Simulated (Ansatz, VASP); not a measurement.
**Si2Ni in VASP and in Ansatz**

```
CELL_PARAMETERS angstrom
0.00000 -2.72341 -2.72341
-2.72341 0.00000 -2.72341
2.72341 2.72341 -5.44683
ATOMIC_POSITIONS crystal
Si 0.11705 0.11705 0.62765
Si 0.63295 0.63295 0.12235
Si 0.38295 0.38295 0.87235
Si 0.86705 0.86705 0.37765
Ni 0.50471 0.50471 0.50026
Ni 0.99529 0.99529 0.99974
```

Change from the starting cell: mode 15 (332.4 1/cm) frozen in, largest displacement +0.050 Å.

Alike in both runs: task single point; functional PBE; k mesh 12 × 12 × 14; occupations gaussian, width 0.15 eV; no spin polarisation.

|  | VASP | Ansatz |
| --- | --- | --- |
| version | VASP 6.6.1 | Ansatz 0.2.0 |
| potentials or method | VASP PAW PBE potentials, release 64 (Si, Ni), cutoff 520 eV | scalar-relativistic, plane waves, PAW |
| valence electrons in the cell | 36 | 52 |

Ansatz gave:

- gap on the k mesh at the Fermi level (eV): none
- pressure (GPa): 0.4
- traceless stress, the component that is largest in VASP (GPa): 0.33
- rms of the force components (eV/Å): 0.375

Q: What did VASP give for the same quantities?

A: gap on the k mesh at the Fermi level (eV): none; pressure (GPa): 0.4; traceless stress, the component that is largest in VASP (GPa): 0.33; rms of the force components (eV/Å): 0.376.

Atom by atom the forces differ by 0.001 eV/Å (rms over components). A gap of «none» marks a metal or a gap that the smearing closes. VASP's potentials hold 36 valence electrons a cell and Ansatz's 52, so a difference there can come from the potentials and not from the codes.
